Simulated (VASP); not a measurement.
# MoS2 in VASP: settings compared

The runs below take MoS2 through single point, relaxation of cell and atoms, with PBEsol, r2SCAN, LDA, BLYP, BLYP+D4.

Everything below comes from runs of VASP 6.6.1. Logs are shortened: lines on timing, memory, paths and dates and some standing lists are left out, and cuts for length are marked.

### Step 1. The cell of the first run

The cell holds a slab with vacuum, 9 atoms: a = 3.141 Å, b = 3.141 Å, c = 28.014 Å, α = 90.00°, β = 90.00°, γ = 120.00°.

### Step 2. Single point, PBEsol

INCAR reads:

```
SYSTEM = MoS2
  PREC = Accurate
  ENCUT = 520
  EDIFF = 1E-6
  ISMEAR = -1
  SIGMA = 0.05
  LREAL = .False.
  LASPH = .True.
  NELM = 100
  ALGO = Normal
  ISIF = 2
  LWAVE = .False.
  LCHARG = .False.
  GGA = PS
  NBANDS = 49
```

KPOINTS reads:

```
Automatic mesh
0
Gamma
  10 10 1
  0 0 0
```

POSCAR reads:

```
MoS2
1.0
    3.1407400638      0.0000000000      0.0000000000
   -1.5703700319      2.7199606819      0.0000000000
    0.0000000000      0.0000000000     28.0138649617
Mo S
3 6
Direct
    0.3333333333      0.6666666667      0.2244448404
    0.3333333333      0.6666666667      0.7755551596
    0.6666666667      0.3333333333      0.0000000000
    0.6666666667      0.3333333333      0.1687799806
    0.6666666667      0.3333333333      0.7199403879
    0.3333333333      0.6666666667      0.9443398193
    0.6666666667      0.3333333333      0.2800596121
    0.6666666667      0.3333333333      0.8312200194
    0.3333333333      0.6666666667      0.0556601807
```

Potentials or basis: VASP PAW PBE potentials, release 64 (Mo_sv, S).

Run with:

```sh
$ cat potpaw_PBE.64/Mo_sv/POTCAR potpaw_PBE.64/S/POTCAR > POTCAR
$ mpirun -np 1 vasp_std > vasp.out
```

OUTCAR:

```text
SYSTEM = MoS2
   PREC = Accurate
   ENCUT = 520
   EDIFF = 1E-6
   ISMEAR = -1
   LREAL = .False.
   LASPH = .True.
   NELM = 100
   ISIF = 2
   GGA = PS

 ion  position               nearest neighbor table
   1  0.333  0.667  0.224-   7 2.39   7 2.39   7 2.39   4 2.39   4 2.39   4 2.39
   2  0.333  0.667  0.776-   5 2.39   5 2.39   5 2.39   8 2.39   8 2.39   8 2.39
   3  0.667  0.333  0.000-   6 2.39   9 2.39   6 2.39   9 2.39   6 2.39   9 2.39
   4  0.667  0.333  0.169-   1 2.39   1 2.39   1 2.39
   5  0.667  0.333  0.720-   2 2.39   2 2.39   2 2.39
   6  0.333  0.667  0.944-   3 2.39   3 2.39   3 2.39
   7  0.667  0.333  0.280-   1 2.39   1 2.39   1 2.39
   8  0.667  0.333  0.831-   2 2.39   2 2.39   2 2.39
   9  0.333  0.667  0.056-   3 2.39   3 2.39   3 2.39

  LATTYP: Found a hexagonal cell.
 ALAT       =     3.1407400638
 C/A-ratio  =     8.9195108136

  Lattice vectors:

 A1 = (   3.1407400638,   0.0000000000,   0.0000000000)
 A2 = (  -1.5703700319,   2.7199606819,   0.0000000000)
 A3 = (   0.0000000000,   0.0000000000,  28.0138649617)

Analysis of symmetry for initial positions (statically):
=====================================================================
 Subroutine PRICEL returns:
 Original cell was already a primitive cell.

 Routine SETGRP: Setting up the symmetry group for a
 hexagonal supercell.

 Subroutine GETGRP returns: Found 12 space group operations
 (whereof 12 operations were pure point group operations)
 out of a pool of 24 trial point group operations.

The static configuration has the point symmetry D_3h.

Analysis of symmetry for dynamics (positions and initial velocities):
=====================================================================
 Subroutine PRICEL returns:
 Original cell was already a primitive cell.

 Routine SETGRP: Setting up the symmetry group for a
 hexagonal supercell.

 Subroutine GETGRP returns: Found 12 space group operations
 (whereof 12 operations were pure point group operations)
 out of a pool of 24 trial point group operations.

The dynamic configuration has the point symmetry D_3h.

 Subroutine INISYM returns: Found 12 space group operations
 (whereof 12 operations are pure point group operations),
 and found     1 'primitive' translations

[... 98 lines left out ...]
   LREAL  =      F    real-space projection
   EDIFFG = 0.1E-04   stopping-criterion for IOM
   NSW    =      0    number of steps for IOM
   IBRION =     -1    ionic relax: 0-MD 1-quasi-New 2-CG
   NFREE  =      0    steps in history (QN), initial steepest desc. (CG)
   ISIF   =      2    stress and relaxation
   ISYM   =      2    0-nonsym 1-usesym 2-fastsym
   POTIM  = 0.5000    time-step for ionic-motion
   TEBEG  =    0.0;   TEEND  =   0.0 temperature during run
   PSTRESS=    0.0 pullay stress
   NELECT =      78.0000    total number of electrons
   NUPDOWN=      -1.0000    fix difference up-down
   EMIN   =  10.00;   EMAX   =-10.00  energy-range for DOS
   EFERMI =   0.00;   METHOD = LEGACY
   ISMEAR =    -1;   SIGMA  =   0.05  broadening in eV -4-tet -1-fermi 0-gaus
   EFERMI_NEDOS =   21; number of points for ismear=-14 and -15
   IALGO  =     38    algorithm
   IMIX   =      4    mixing-type and parameters
     AMIX     =   0.40;   BMIX     =  1.00
     AMIX_MAG =   1.60;   BMIX_MAG =  1.00
  volume/ion in A,a.u.               =      26.59       179.44
  Fermi-wavevector in a.u.,A,eV,Ry     =   1.126636  2.129034 17.270008  1.269310
  Thomas-Fermi vector in A             =   2.263319
   LORBIT       =      0    0 simple, 1 ext, 2 COOP (PROOUT), +10 PAW based schemes
   GGA     = PS    functional components
   LHFCALC =     F    Hartree Fock is set to
   AEXX    =    0.0000 exact exchange contribution
   IVDW    =     0    specifies the selected vdW correction
   LEPSILON=     F    determine dielectric tensor
   LRPA    =     F    only Hartree local field effects (RPA)
 non-spin polarized calculation
  energy-cutoff  :      520.00
  volume of cell :      239.31
 maximum number of plane-waves:      6486
 NGX is ok and might be reduce to    24
   NGX = 11   NGY = 11   NGZ =105

 number of electron      78.0000002 magnetization

 Free energy of the ion-electron system (eV)
  ---------------------------------------------------
  ext. energy  EPLUGINS =         0.00000000
  ---------------------------------------------------
  free energy    TOTEN  =       -70.33114778 eV

  energy without entropy =      -70.33114745  energy(sigma->0) =      -70.33114761

 E-fermi :   3.6133     XC(G=0):  -7.6680

 val. band max:        3.0415230684   @ k =   0.0000   0.0000   0.0000
 cond. band min:       4.2955134276   @ k =   0.2000   0.2000   0.0000
 fundamental gap:      1.2539903592
 Fermi energy:         3.6132724078

 k-point     1 :       0.0000    0.0000    0.0000
  band No.  band energies     occupation
      1     -58.1352      2.00000
      2     -58.1337      2.00000
      3     -58.1337      2.00000
      4     -32.3469      2.00000
      5     -32.3456      2.00000
      6     -32.3456      2.00000
[... 717 lines left out ...]
     48       6.1820      0.00000
     49       7.5515      0.00000

------------------------ aborting loop because EDIFF is reached ----------------------------------------

  FORCE on cell =-STRESS in cart. coord.  units (eV):
  Direction    XX          YY          ZZ          XY          YZ          ZX
  --------------------------------------------------------------------------------------
  -------------------------------------------------------------------------------------
  Total        0.0342694      0.0342694     -0.0262633      0.0000000      0.0000000      0.0000000
  in kB        0.2294298      0.2294298     -0.1758299      0.0000000      0.0000000      0.0000000
  external PRESSURE =       0.0943433 kB  Pullay stress =       0.0000000 kB

 VOLUME and BASIS-vectors are now :
 -----------------------------------------------------------------------------
  energy-cutoff  :      520.00
  volume of cell :      239.31
      direct lattice vectors                 reciprocal lattice vectors
     3.140740064  0.000000000  0.000000000     0.318396295  0.183826187  0.000000000
    -1.570370032  2.719960682  0.000000000     0.000000000  0.367652373  0.000000000
     0.000000000  0.000000000 28.013864962     0.000000000  0.000000000  0.035696610

 POSITION                                       TOTAL-FORCE (eV/Angst)
 -----------------------------------------------------------------------------------
     -0.00000      1.81331      6.28757         0.000000     -0.000000      0.000892
     -0.00000      1.81331     21.72630         0.000000      0.000000     -0.000892
      1.57037      0.90665      0.00000        -0.000000      0.000000     -0.000000
      1.57037      0.90665      4.72818        -0.000000      0.000000     -0.003083
      1.57037      0.90665     20.16831         0.000000      0.000000     -0.003630
     -0.00000      1.81331     26.45461         0.000000      0.000000     -0.001327
      1.57037      0.90665      7.84555         0.000000      0.000000      0.003630
      1.57037      0.90665     23.28569        -0.000000      0.000000      0.003083
     -0.00000      1.81331      1.55926        -0.000000      0.000000      0.001327
 -----------------------------------------------------------------------------------
    total drift:                                0.000000     -0.000000      0.000000

  FREE ENERGIE OF THE ION-ELECTRON SYSTEM (eV)
  ---------------------------------------------------
  free  energy   TOTEN  =       -70.3311477775 eV

  energy  without entropy=      -70.3311474465  energy(sigma->0) =      -70.33114761
```

OSZICAR:

```text
N       E                     dE             d eps       ncg     rms          rms(c)
DAV:   1     0.684583851010E+03    0.68458E+03   -0.42825E+04  1580   0.143E+03
DAV:   2    -0.291582212498E+02   -0.71374E+03   -0.69117E+03  1645   0.362E+02
DAV:   3    -0.730552231759E+02   -0.43897E+02   -0.42946E+02  1704   0.794E+01
[... 16 lines left out ...]
DAV:  20    -0.703311260253E+02   -0.23070E-04   -0.46438E-07  1048   0.241E-03    0.452E-03
DAV:  21    -0.703311429628E+02   -0.16937E-04   -0.49928E-07  1104   0.273E-03    0.202E-03
DAV:  22    -0.703311464244E+02   -0.34616E-05   -0.82726E-08   976   0.834E-04    0.434E-04
DAV:  23    -0.703311476124E+02   -0.11880E-05   -0.40144E-08   952   0.452E-04    0.411E-04
DAV:  24    -0.703311477775E+02   -0.16514E-06   -0.66336E-09   896   0.219E-04
   1 F= -.70331148E+02 E0= -.70331148E+02  d E =-.330984E-06
```

It took 3.8 min on 1 thread of Intel Xeon Platinum 8488C (Sapphire Rapids), shared host; peak memory 0.4 GiB.

Results:

* Free energy: -70.3311 eV
* Largest force: 0.004 eV/Å
* Band gap on the k mesh: 1.25 eV (least direct gap 2.00 eV)

Forces in eV/Å, atoms in the order of the input:
```
Mo   0.000  0.000  0.001
Mo   0.000  0.000 -0.001
Mo   0.000  0.000  0.000
S    0.000  0.000 -0.003
S    0.000  0.000 -0.004
S    0.000  0.000 -0.001
S    0.000  0.000  0.004
S    0.000  0.000  0.003
S    0.000  0.000  0.001
```

Caveat: the PAW data sets were made with another functional, which shifts forces and pressure a little.

### Step 3. Single point, r2SCAN

This run uses another cell than the first one.

POSCAR reads:

```
MoS2
1.0
    3.1842935765      0.0000000000      0.0000000000
   -1.5921467882      2.7576791304      0.0000000000
    0.0000000000      0.0000000000     28.4189937521
Mo S
3 6
Direct
    0.3333333333      0.6666666667      0.2285667136
    0.3333333333      0.6666666667      0.7714332864
    0.6666666667      0.3333333333      0.0000000000
    0.6666666667      0.3333333333      0.1739259419
    0.6666666667      0.3333333333      0.7168187417
    0.3333333333      0.6666666667      0.9453636577
    0.6666666667      0.3333333333      0.2831812583
    0.6666666667      0.3333333333      0.8260740581
    0.3333333333      0.6666666667      0.0546363423
```

INCAR.step1 reads:

```
SYSTEM = MoS2
PREC = Accurate ; ENCUT = 520
ISMEAR = -1 ; SIGMA = 0.05
LREAL = .FALSE. ; LASPH = .TRUE.
NELM = 80 ; NBANDS = 49
GGA = PE ; ALGO = Normal
EDIFF = 1E-4 ; LWAVE = .TRUE.
LCHARG = .FALSE.
```

INCAR.step2 reads:

```
SYSTEM = MoS2
PREC = Accurate ; ENCUT = 520
EDIFF = 1E-7 ; ISMEAR = -1
SIGMA = 0.05 ; LREAL = .FALSE.
LASPH = .TRUE. ; NELM = 80
ALGO = Normal ; ISIF = 2
LWAVE = .FALSE. ; LCHARG = .TRUE.
METAGGA = R2SCAN ; LMIXTAU = .TRUE.
LELF = .TRUE. ; LVHAR = .TRUE.
NBANDS = 49 ; ISTART = 1
```

KPOINTS reads:

```
Automatic mesh
0
G
  10 10 1
  0 0 0
```

Potentials or basis: VASP PAW PBE potentials, release 64 (Mo_sv, S).

Run with:

```sh
$ cat potpaw_PBE.64/Mo_sv/POTCAR potpaw_PBE.64/S/POTCAR > POTCAR
$ cp INCAR.step1 INCAR
$ mpirun -np 1 vasp_std > vasp.out
$ cp INCAR.step2 INCAR
$ mpirun -np 1 vasp_std > vasp.out
```

It took 15 min on 1 thread of Intel Xeon Platinum 8488C (Sapphire Rapids), shared host; peak memory 0.45 GiB.

Results (log left out):

| Property | Result |
| --- | --- |
| Free energy | -135.0865 eV |
| Largest force | 0.004 eV/Å |
| Band gap on the k mesh | 1.41 eV (least direct gap 2.00 eV) |

Forces in eV/Å, atoms in the order of the input:
```
Mo   0.000  0.000  0.000
Mo   0.000  0.000  0.000
Mo   0.000  0.000  0.000
S    0.000  0.000 -0.003
S    0.000  0.000 -0.004
S    0.000  0.000 -0.003
S    0.000  0.000  0.004
S    0.000  0.000  0.003
S    0.000  0.000  0.003
```

Levels at points of the mesh, in eV from the valence-band top:
| k point | band 36 | band 37 | band 38 | band 39 | band 40 | band 41 | band 42 | band 43 |
| --- | --- | --- | --- | --- | --- | --- | --- | --- |
| (0.00, 0.00, 0.00) | -1.76 | -0.64 | -0.28 | 0.00 | 2.46 | 2.46 | 2.47 | 2.47 |
| (0.50, 0.00, 0.00) | -1.55 | -1.14 | -1.12 | -1.10 | 1.90 | 1.91 | 1.92 | 2.38 |

Caveat: the PAW data sets were made with another functional, which shifts forces and pressure a little.

[end of part 1 of 3]
